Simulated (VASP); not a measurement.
MnAs: single point with PBEsol

The system is MnAs.

```xyz
4
Lattice="3.5438 0.0000 0.0000 -1.7719 3.0690 0.0000 0.0000 0.0000 5.3081" Properties=species:S:1:pos:R:3 pbc="T T T"
As    1.7719    1.0230    3.9811
As    0.0000    2.0460    1.3270
Mn    0.0000    0.0000    2.6541
Mn    0.0000    0.0000    0.0000
```

```yaml
Program: VASP 6.6.1
Task: single point
Functional: PBEsol
Potentials_or_basis: VASP PAW PBE potentials, release 64 (As, Mn_pv)
Cutoff: 520 eV
k_mesh: 8 × 8 × 5
Occupations: fermi-dirac, width 0.05 eV
Spin: collinear spin, ferromagnetic start
Starting_moments: "[0.0, 0.0, 4.0, 4.0] μB"
Dipole_correction: no
Further_INCAR_settings: ALGO = Normal; EDIFF = 1e-06; NBANDS = 30
```

| Quantity | Value |
| --- | --- |
| Pressure | 2.4 GPa |
| Net moment | 4.61 μB per cell |
| Site moments | As -0.09; Mn +2.35 μB |
| Valence electrons inside the program's atomic spheres | As 2.87; Mn 11.86 |

Levels at points of the mesh, in eV from the Fermi level:
Spin up:
```
           k point  band 16  band 17  band 18  band 19  band 20  band 21  band 22  band 23  band 24  band 25
(0.00, 0.00, 0.00)    -2.42    -1.22    -1.22     0.57     0.82     0.82     2.17     3.89     3.89     4.08
(0.50, 0.00, 0.00)    -1.94    -1.71    -1.69    -1.59    -1.27    -1.03     0.48     2.10     4.31     5.45
```
Spin down:
```tsv
k point	band 14	band 15	band 16	band 17	band 18	band 19
(0.00, 0.00, 0.00)	-0.82	-0.45	-0.45	0.85	0.85	1.04
(0.50, 0.00, 0.00)	-2.29	-2.12	0.36	0.37	0.41	0.49
```

Wall time 89 s on 1 thread of Intel(R) Xeon(R) Platinum 8259CL CPU @ 2.50GHz (Skylake/Cascade Lake), with other jobs on the host, peak memory 0.24 GiB.

Caveat: the PAW data sets were made with another functional, which shifts forces and pressure a little; only a ferromagnetic start was run, and an antiferromagnetic order may lie lower in energy.
